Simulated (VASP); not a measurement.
CuO:

```xyz
4
Lattice="2.3878 -1.7449 0.0000 2.3878 1.7449 0.0000 -0.8667 0.0000 5.1571" Properties=species:S:1:pos:R:3 pbc="T T T"
Cu    0.7605   -0.8724    2.5785
Cu    1.1939    0.8724    0.0000
O     1.7378    0.2848    3.8678
O     2.1711   -0.2848    1.2893
```

Base run:

* Program: VASP 6.6.1
* Functional: RPBE
* Dispersion: D4
* Potentials or basis: VASP PAW PBE potentials, release 64 (Cu_sv_GW, O)
* Cutoff: 820 eV
* k mesh: 10 × 10 × 5
* Occupations: fermi-dirac, width 0.05 eV
* Spin: no spin polarisation

Its results: band gap on the k mesh zero (bands 25 and 26 overlap by 0.59 eV); pressure -7.9 GPa; largest force 0.340 eV/Å.

Problem. The run is repeated on the same cell with these changes: dispersion from D4 to D3(BJ). What comes out?

Solution. Band gap on the k mesh zero (bands 25 and 26 overlap by 0.59 eV); pressure -20.3 GPa; largest force 0.303 eV/Å.

Caveats: the cell stands under tension; the PAW data sets were made with another functional, which shifts forces and pressure a little; semilocal functionals often make such compounds metallic where correlation or magnetic order opens a gap, which also shifts bond lengths; the dispersion term is far too large for a dense solid, which distorts pressure and volume (at least some runs).
